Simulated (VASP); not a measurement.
# Dy2H (P-6m2) in VASP: single point with PBE

Aim: the single point of Dy2H with PBE.

Program: VASP 6.6.1. These are calculated values, not measurements. Logs are shortened: lines on timing, memory, paths and dates and some standing lists are left out, and cuts for length are marked.

### Step 1. The cell of the first run

The structure is hexagonal, space group P-6m2 (No. 187). The conventional cell has a = 3.360 Å, b = 3.360 Å, c = 6.563 Å, α = 90.00°, β = 90.00°, γ = 120.00°. Within 3.4 Å of Dy (site symmetry 3m) lie 3 H at 2.52 Å and 8 Dy at 3.22 to 3.36 Å. Within 3.4 Å of H (site symmetry -6m2) lie 6 Dy at 2.52 Å and 6 H at 3.36 Å.

The cell was built from a structure type or drawn by symmetry, and may not be a known phase.

### Step 2. Single point, PBE

The input, INCAR:

```
ALGO = Normal
EDIFF = 1E-6
ENCUT = 500
GGA = PE
GGA_COMPAT = False
ISIF = 2
ISMEAR = 0
LASPH = True
LCHARG = True
LELF = True
LMAXMIX = 6
LREAL = False
LVHAR = True
LWAVE = False
NBANDS = 16
NELM = 200
PREC = Accurate
SIGMA = 0.2
```

The input, KPOINTS:

```
k-points
0
Gamma
  6 6 3
```

The input, POSCAR:

```
Dy2H
1.0
    3.3602701540      0.0000000000      0.0000000000
   -1.6801350770      2.9100793170      0.0000000000
    0.0000000000      0.0000000000      6.5631599722
Dy H
2 1
Direct
    0.0000000000      0.0000000000      0.7449854883
    0.0000000000      0.0000000000      0.2550145117
    0.3333333333      0.6666666667      0.5000000000
```

Potentials or basis: VASP PAW PBE potentials, release 64 (Dy_3, H), 4f in core.

On the command line:

```bash
$ cat potpaw_PBE.64/Dy_3/POTCAR potpaw_PBE.64/H/POTCAR > POTCAR
$ mpirun -np 1 vasp_std > vasp.out
```

OUTCAR:

```text
EDIFF = 1E-6
   ENCUT = 500
   GGA = PE
   ISIF = 2
   ISMEAR = 0
   LASPH = True
   LREAL = False
   NELM = 200
   PREC = Accurate

 ion  position               nearest neighbor table
   1  0.000  0.000  0.745-   2 3.22   2 3.35
   2  0.000  0.000  0.255-   1 3.22   1 3.35
   3  0.333  0.667  0.500-

  LATTYP: Found a hexagonal cell.
 ALAT       =     3.3602701540
 C/A-ratio  =     1.9531643801

  Lattice vectors:

 A1 = (   3.3602701540,   0.0000000000,   0.0000000000)
 A2 = (  -1.6801350770,   2.9100793170,   0.0000000000)
 A3 = (   0.0000000000,   0.0000000000,   6.5631599722)

Analysis of symmetry for initial positions (statically):
=====================================================================
 Subroutine PRICEL returns:
 Original cell was already a primitive cell.

 Routine SETGRP: Setting up the symmetry group for a
 hexagonal supercell.

 Subroutine GETGRP returns: Found 12 space group operations
 (whereof 12 operations were pure point group operations)
 out of a pool of 24 trial point group operations.

The static configuration has the point symmetry D_3h.

Analysis of symmetry for dynamics (positions and initial velocities):
=====================================================================
 Subroutine PRICEL returns:
 Original cell was already a primitive cell.

 Routine SETGRP: Setting up the symmetry group for a
 hexagonal supercell.

 Subroutine GETGRP returns: Found 12 space group operations
 (whereof 12 operations were pure point group operations)
 out of a pool of 24 trial point group operations.

The dynamic configuration has the point symmetry D_3h.

 Subroutine INISYM returns: Found 12 space group operations
 (whereof 12 operations are pure point group operations),
 and found     1 'primitive' translations

----------------------------------------------------------------------------------------

                                     Primitive cell

  volume of cell :      64.1789

[... 71 lines left out ...]
   ISTART =      0    job   : 0-new  1-cont  2-samecut
   ICHARG =      2    charge: 1-file 2-atom 10-const
   ISPIN  =      1    spin polarized calculation?
   LNONCOLLINEAR =      F non collinear calculations
   LSORBIT =      F    spin-orbit coupling
   LASPH  =      T    aspherical Exc in radial PAW
   ENCUT  =  500.0 eV  36.75 Ry    6.06 a.u.   6.13  6.13 11.97*2*pi/ulx,y,z
   NELM   =    200;   NELMIN=  2; NELMDL= -5     # of ELM steps
   EDIFF  = 0.1E-05   stopping-criterion for ELM
   LREAL  =      F    real-space projection
   EDIFFG = 0.1E-04   stopping-criterion for IOM
   NSW    =      0    number of steps for IOM
   IBRION =     -1    ionic relax: 0-MD 1-quasi-New 2-CG
   NFREE  =      0    steps in history (QN), initial steepest desc. (CG)
   ISIF   =      2    stress and relaxation
   ISYM   =      2    0-nonsym 1-usesym 2-fastsym
   POTIM  = 0.5000    time-step for ionic-motion
   TEBEG  =    0.0;   TEEND  =   0.0 temperature during run
   PSTRESS=    0.0 pullay stress
   NELECT =      19.0000    total number of electrons
   NUPDOWN=      -1.0000    fix difference up-down
   EMIN   =  10.00;   EMAX   =-10.00  energy-range for DOS
   EFERMI =   0.00;   METHOD = LEGACY
   ISMEAR =     0;   SIGMA  =   0.20  broadening in eV -4-tet -1-fermi 0-gaus
   EFERMI_NEDOS =   21; number of points for ismear=-14 and -15
   IALGO  =     38    algorithm
   IMIX   =      4    mixing-type and parameters
     AMIX     =   0.40;   BMIX     =  1.00
     AMIX_MAG =   1.60;   BMIX_MAG =  1.00
  volume/ion in A,a.u.               =      21.39       144.37
  Fermi-wavevector in a.u.,A,eV,Ry     =   1.091094  2.061868 16.197537  1.190485
  Thomas-Fermi vector in A             =   2.227332
   LORBIT       =      0    0 simple, 1 ext, 2 COOP (PROOUT), +10 PAW based schemes
   GGA     = PE    functional components
   LHFCALC =     F    Hartree Fock is set to
   AEXX    =    0.0000 exact exchange contribution
   IVDW    =     0    specifies the selected vdW correction
   LEPSILON=     F    determine dielectric tensor
   LRPA    =     F    only Hartree local field effects (RPA)
 non-spin polarized calculation
 Gauss-broadening in eV      SIGMA  =   0.20
  energy-cutoff  :      500.00
  volume of cell :       64.18
 maximum number of plane-waves:      1656
 NGX is ok and might be reduce to    28
   NGX = 13   NGY = 13   NGZ = 23

 number of electron      18.9999999 magnetization

 Free energy of the ion-electron system (eV)
  ---------------------------------------------------
  ext. energy  EPLUGINS =         0.00000000
  ---------------------------------------------------
  free energy    TOTEN  =       -12.27128645 eV

  energy without entropy =      -12.19103834  energy(sigma->0) =      -12.23116239

 E-fermi :   3.1910     XC(G=0):  -9.9868

 val. band max:        3.1233358957   @ k =   0.3333   0.3333   0.0000
 cond. band min:       3.2305452620   @ k =   0.3333   0.3333   0.3333
 fundamental gap:      0.1072093663
 Fermi energy:         3.1909768408

 k-point     1 :       0.0000    0.0000    0.0000
  band No.  band energies     occupation
      1     -20.6551      2.00000
      2     -19.8813      2.00000
      3     -19.6749      2.00000
      4     -19.6749      2.00000
      5     -19.6090      2.00000
      6     -19.6090      2.00000
[... 243 lines left out ...]
      3     -20.2529      2.00000
      4     -20.2073      2.00000
      5     -20.2010      2.00000
      6     -19.9371      2.00000
[... 8 lines left out ...]
     15       6.0013      0.00000
     16       6.8172      0.00000

------------------------ aborting loop because EDIFF is reached ----------------------------------------

  FORCE on cell =-STRESS in cart. coord.  units (eV):
  Direction    XX          YY          ZZ          XY          YZ          ZX
  --------------------------------------------------------------------------------------
  -------------------------------------------------------------------------------------
  Total        0.0925842      0.0925842      0.0443039      0.0000000      0.0000000     -0.0000000
  in kB        2.3112961      2.3112961      1.1060139      0.0000000      0.0000000     -0.0000000
  external PRESSURE =       1.9095354 kB  Pullay stress =       0.0000000 kB

 VOLUME and BASIS-vectors are now :
 -----------------------------------------------------------------------------
  energy-cutoff  :      500.00
  volume of cell :       64.18
      direct lattice vectors                 reciprocal lattice vectors
     3.360270154  0.000000000  0.000000000     0.297595120  0.171816623  0.000000000
    -1.680135077  2.910079317  0.000000000     0.000000000  0.343633245  0.000000000
     0.000000000  0.000000000  6.563159972     0.000000000  0.000000000  0.152365629

 POSITION                                       TOTAL-FORCE (eV/Angst)
 -----------------------------------------------------------------------------------
      0.00000      0.00000      4.88946        -0.000000     -0.000000     -0.002587
      0.00000      0.00000      1.67370         0.000000      0.000000      0.002587
     -0.00000      1.94005      3.28158         0.000000     -0.000000      0.000000
 -----------------------------------------------------------------------------------
    total drift:                                0.000000     -0.000000      0.000000

  FREE ENERGIE OF THE ION-ELECTRON SYSTEM (eV)
  ---------------------------------------------------
  free  energy   TOTEN  =       -12.2712864529 eV

  energy  without entropy=      -12.1910383354  energy(sigma->0) =      -12.23116239
```

It took 11 s on 1 thread of AMD EPYC 9R45 (Zen 5), shared host; peak memory 0.16 GiB.

Results:

* Free energy: -12.2713 eV
* Pressure: 0.2 GPa
* Band gap on the k mesh: zero (an odd number of electrons rules out a gap without spin polarisation)

Forces on the atoms (eV/Å):
```
Dy   0.000  0.000 -0.003
Dy   0.000  0.000  0.003
H    0.000  0.000  0.000
```

Levels at points of the mesh, in eV from the Fermi level:
```
           k point  band 6  band 7  band 8  band 9  band 10  band 11  band 12  band 13  band 14  band 15
(0.00, 0.00, 0.00)  -22.80   -6.72   -2.41   -1.74    -0.64     1.96     1.96     2.66     2.66     3.66
(0.50, 0.00, 0.00)  -22.97   -4.99   -2.14   -0.71    -0.07     0.10     2.32     2.83     3.31     4.85
```

Caveat: spin-orbit coupling is left out, which moves the levels of the heavy elements; the 4f electrons are frozen in the core, so they carry no moment and show no levels. Spin polarisation is off, so any magnetic state and its effect on volume and gap are missing.
